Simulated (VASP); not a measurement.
Here is a VASP 6.6.1 calculation.

The input INCAR:

```
SYSTEM = Ag
PREC     = Accurate       ! precision mode
ENCUT    = 500            ! plane-wave cutoff, eV
EDIFF    = 1E-6           ! SCF threshold, eV
ISMEAR   = -1             ! smearing method
SIGMA    = 0.05           ! smearing width, eV
LREAL    = .False.        ! projectors in reciprocal space
LASPH    = .True.         ! aspherical terms in the spheres
NELM     = 120            ! most SCF steps
ALGO     = Normal         ! electronic algorithm
ISIF     = 2              ! what is computed and relaxed
LWAVE    = .False.        ! write WAVECAR
LCHARG   = .False.        ! write CHGCAR
GGA      = PS             ! functional
NBANDS   = 12             ! bands
GGA_COMPAT= .False.
```

KPOINTS

```
Automatic mesh
0
Gamma
  15 15 15
  0 0 0
```

POSCAR

```
Ag
1.0
    0.0000000000      2.0431000000      2.0431000000
    2.0431000000      0.0000000000      2.0431000000
    2.0431000000      2.0431000000      0.0000000000
Ag
1
Direct
    0.0000000000      0.0000000000      0.0000000000
```

Potentials or basis: VASP PAW PBE potentials, release 64 (Ag).

Launch:

```console
$ cat potpaw_PBE.64/Ag/POTCAR > POTCAR
$ mpirun -np 1 vasp_std > vasp.out
```

(1) What does it give for the band gap on the k mesh?

(2) Estimate the pressure.

## Answers

(1) zero (an odd number of electrons rules out a gap without spin polarisation).

(2) -2.9 GPa.

Caveat: the PAW data sets were made with another functional, which shifts forces and pressure a little.
